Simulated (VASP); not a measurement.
A run of VASP 6.6.1:

Contents of INCAR:

```
  PREC = Accurate
  ENCUT = 520
  EDIFF = 1E-7
  ISMEAR = 0
  SIGMA = 0.05
  LREAL = False
  LASPH = True
  NELM = 100
  ALGO = Normal
  ISIF = 2
  LWAVE = False
  LCHARG = True
  GGA = PE
  LELF = True
  LVHAR = True
  NBANDS = 35
```

File KPOINTS:

```
regular mesh
0
Gamma
  12 12 2
```

Contents of POSCAR:

```
WS2
1.0
    3.1877811057      0.0000000000      0.0000000000
   -1.5938905529      2.7606994193      0.0000000000
    0.0000000000      0.0000000000     14.7749648324
W S
2 4
Direct
    0.3061663048      0.6123326095      0.2500000000
    0.6938336952      0.3876673905      0.7500000000
    0.3604975466      0.7209950933      0.6436696442
    0.6395024534      0.2790049067      0.1436696442
    0.3604975466      0.7209950933      0.8563303558
    0.6395024534      0.2790049067      0.3563303558
```

Potentials or basis: VASP PAW PBE potentials, release 64 (W_sv, S).

Run with:

```sh
$ cat potpaw_PBE.64/W_sv/POTCAR potpaw_PBE.64/S/POTCAR > POTCAR
$ mpirun -np 1 vasp_std > vasp.out
```

Hardware: 1 thread of AMD EPYC 7R43 64-Core Processor (Zen 3) (shared host).

Question: Estimate the wall time of this run.

Answer: It took 6.2 min on 1 thread of AMD EPYC 7R43 64-Core Processor (Zen 3), with other jobs on the host, peak memory 0.4 GiB. Counts: scf iterations 17, k points 86.
